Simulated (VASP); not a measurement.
Set up this calculation in VASP 6.6.1, as the native input.

- Task: electric field gradients
- Functional: PBEsol
- Potentials or basis: VASP PAW PBE potentials, release 64 (In_d, Sb)
- Cutoff: 520 eV
- k mesh: 9 × 9 × 9
- Occupations: fermi-dirac, width 0.05 eV
- Spin: no spin polarisation
- Dipole correction: no
- Further INCAR settings: ALGO = Normal; EDIFF = 1e-08; NBANDS = 16

The structure of InSb lies in POSCAR:

```
InSb
1.0
    0.0000000000      3.2817246249      3.2817246249
    3.2817246249      0.0000000000      3.2817246249
    3.2817246249      3.2817246249      0.0000000000
In Sb
1 1
Direct
    0.0000000000      0.0000000000      0.0000000000
    0.7500000000      0.7500000000      0.7500000000
```

The input as run:

INCAR

```
PREC     = Accurate       # precision mode
ENCUT    = 520            # plane-wave cutoff, eV
EDIFF    = 1E-8           # SCF threshold, eV
ISMEAR   = -1             # smearing method
SIGMA    = 0.05           # smearing width, eV
LREAL    = False          # projectors in reciprocal space
LASPH    = True           # aspherical terms in the spheres
NELM     = 100            # most SCF steps
ALGO     = Normal         # electronic algorithm
ISIF     = 2              # what is computed and relaxed
LWAVE    = False          # write WAVECAR
LCHARG   = False          # write CHGCAR
GGA      = PS             # functional
LEFG     = True         
NBANDS   = 16             # bands
```

KPOINTS

```
Automatic mesh
0
Gamma
  9 9 9
```

Potentials or basis: VASP PAW PBE potentials, release 64 (In_d, Sb).

Run with:

```console
$ cat potpaw_PBE.64/In_d/POTCAR potpaw_PBE.64/Sb/POTCAR > POTCAR
$ mpirun -np 1 vasp_std > vasp.out
```

Results of the run:

```yaml
Pressure: -0.8 GPa
Band_gap_on_the_k_mesh: zero (filled and empty bands touch)
Largest_electric_field_gradient_by_atom: zero within the noise of the run
```

Caveat: semilocal functionals underestimate gaps, so a narrow gap can read as zero; the PAW data sets were made with another functional, which shifts forces and pressure a little; spin-orbit coupling is left out, which moves the levels of the heavy elements.

Wall time 62 s on 1 thread of Intel Xeon 8259CL, with other jobs on the host, peak memory 0.22 GiB.
